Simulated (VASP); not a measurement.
A run of VASP 6.6.1:

Contents of POSCAR:

```
Fe
1.0
   -1.4234976093      1.4234976093      1.4234976093
    1.4234976093     -1.4234976093      1.4234976093
    1.4234976093      1.4234976093     -1.4234976093
Fe
1
Direct
    0.0000000000      0.0000000000      0.0000000000
```

File INCAR.step1:

```
PREC     = Accurate       # precision mode
ENCUT    = 520            # plane-wave cutoff, eV
ISMEAR   = -1             # smearing method
SIGMA    = 0.05           # smearing width, eV
LREAL    = False          # projectors in reciprocal space
LASPH    = True           # aspherical terms in the spheres
NELM     = 150            # most SCF steps
ISPIN    = 2              # spin polarisation
MAGMOM   = 3              # initial moments
LMAXMIX  = 4              # l up to which the mixer works
NBANDS   = 14             # bands
GGA      = PE             # functional
ALGO     = Normal         # electronic algorithm
EDIFF    = 1E-4           # SCF threshold, eV
LWAVE    = True           # write WAVECAR
LCHARG   = False          # write CHGCAR
```

The input INCAR.step2:

```
PREC     = Accurate       # precision mode
ENCUT    = 520            # plane-wave cutoff, eV
EDIFF    = 1E-6           # SCF threshold, eV
ISMEAR   = -1             # smearing method
SIGMA    = 0.05           # smearing width, eV
LREAL    = False          # projectors in reciprocal space
LASPH    = True           # aspherical terms in the spheres
NELM     = 150            # most SCF steps
ALGO     = Normal         # electronic algorithm
ISIF     = 2              # what is computed and relaxed
LWAVE    = False          # write WAVECAR
LCHARG   = False          # write CHGCAR
ISPIN    = 2              # spin polarisation
MAGMOM   = 3              # initial moments
LORBIT   = 11             # projections on sites
LMAXMIX  = 4              # l up to which the mixer works
METAGGA  = R2SCAN         # meta-GGA
LMIXTAU  = True         
NBANDS   = 14             # bands
ISTART   = 1
```

File KPOINTS:

```
regular mesh
0
Gamma
  13 13 13
```

Potentials or basis: VASP PAW PBE potentials, release 64 (Fe).

Run with:

```bash
$ cat potpaw_PBE.64/Fe/POTCAR > POTCAR
$ cp INCAR.step1 INCAR
$ mpirun -np 1 vasp_std > vasp.out
$ cp INCAR.step2 INCAR
$ mpirun -np 1 vasp_std > vasp.out
```

Hardware: 1 thread of Intel(R) Xeon(R) 6975P-C (Granite Rapids), with other jobs on the host.

Question: How long does it take, and how much memory?

Answer: Wall time 40 s on 1 thread of Intel(R) Xeon(R) 6975P-C (Granite Rapids), on a shared host, peak memory 0.14 GiB. Counts: k points 84.
